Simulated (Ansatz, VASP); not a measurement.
## Ti3Se in VASP and in Ansatz

```xyz
4
Lattice="3.9737 0.0000 0.0000 0.0000 3.9737 0.0000 0.0000 0.0000 3.9737" Properties=species:S:1:pos:R:3 pbc="T T T"
Ti    0.0000    1.9869    1.9869
Ti    1.9869    0.0000    1.9869
Ti    1.9869    1.9869    0.0000
Se    0.0000    0.0000    0.0000
```

Alike in both runs: functional r2SCAN; k mesh 4 × 4 × 4; occupations gaussian, width 0.1 eV; no spin polarisation.

Ansatz relaxed the structure, and its values are those at the end. VASP's run is a single point on that final structure, the one shown.

|  | VASP | Ansatz |
| --- | --- | --- |
| version | VASP 6.6.1 | Ansatz 0.2.0 |
| potentials or method | VASP PAW PBE potentials, release 64 (Ti_sv, Se), cutoff 520 eV | scalar-relativistic, plane waves, PAW |
| valence electrons in the cell | 42 | 52 |

```tsv
	VASP	Ansatz	Ansatz less VASP
gap on the k mesh at the Fermi level (eV)	none	none	-
pressure (GPa)	0.4	-0.1	-0.53
```

VASP's potentials were made for PBE, not for r2SCAN. A gap of «none» marks a metal or a gap that the smearing closes. The functional is the same, so the differences come from potentials, cutoffs and numerics. VASP's potentials hold 42 valence electrons a cell and Ansatz's 52, so a difference there can come from the potentials and not from the codes.

The k mesh is coarse, so the values compare programs but aren't converged.
